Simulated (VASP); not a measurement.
Input of a VASP 6.6.1 run:

INCAR

```
SYSTEM = BN
  PREC = Accurate
  ENCUT = 520
  EDIFF = 1E-6
  ISMEAR = 0
  SIGMA = 0.05
  LREAL = .FALSE.
  LASPH = .TRUE.
  NELM = 60
  ALGO = Normal
  ISIF = 2
  LWAVE = .FALSE.
  LCHARG = .FALSE.
  GGA = PE
  NBANDS = 16
```

The input KPOINTS:

```
Automatic mesh
0
G
  6 6 6
  0 0 0
```

The input POSCAR:

```
BN
1.0
    0.0000000000     -1.8123937734     -1.7398980225
   -1.7398980225      0.0000000000     -1.7398980225
    1.7398980225      1.8123937734     -3.4797960449
B N
2 2
Direct
    0.0000000000      0.0000000000      0.0000000000
    0.5000000000      0.5000000000      0.5000000000
    0.3750000000      0.3750000000      0.8750000000
    0.8750000000      0.8750000000      0.3750000000
```

Potentials or basis: VASP PAW PBE potentials, release 64 (B, N).

Launch:

```bash
$ cat potpaw_PBE.64/B/POTCAR potpaw_PBE.64/N/POTCAR > POTCAR
$ mpirun -np 1 vasp_std > vasp.out
```

**Question.** Estimate the pressure.

**Answer.** 35.7 GPa.

**Question.** Estimate the band gap on the k mesh.

**Answer.** 4.14 eV.

Stress tensor (GPa, compression positive):
```
45.17 -0.04  0.05
-0.04 16.72  0.04
 0.05  0.04 45.17
```

Caveat: the k points lie up to 0.50 Å⁻¹ apart. A k mesh can miss the band edges.
